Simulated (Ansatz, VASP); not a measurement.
## CuI: VASP beside Ansatz

```
I Cu
1.0
     0.00000    3.03150    3.03150
     3.03150    0.00000    3.03150
     3.03150    3.03150    0.00000
I Cu
1 1
Direct
  0.00000 0.00000 0.00000
  0.75000 0.75000 0.75000
```

Alike in both runs: functional PBE; k mesh 6 × 6 × 6; occupations fermi-dirac, width 0.05 eV; non-collinear spin, spin-orbit coupling.

```csv
,VASP,Ansatz
version,VASP 6.6.1,Ansatz 0.2.0
potentials or method,"VASP PAW PBE potentials, release 64 (I, Cu), cutoff 520 eV","all-electron LAPW, relativistic spinors"
task,single point,band structure
```

|  | VASP | Ansatz | Ansatz less VASP |
| --- | --- | --- | --- |
| pressure (GPa) | 0.7 | 0.4 | -0.33 |

Ansatz ran all-electron here, and VASP with PAW potentials.
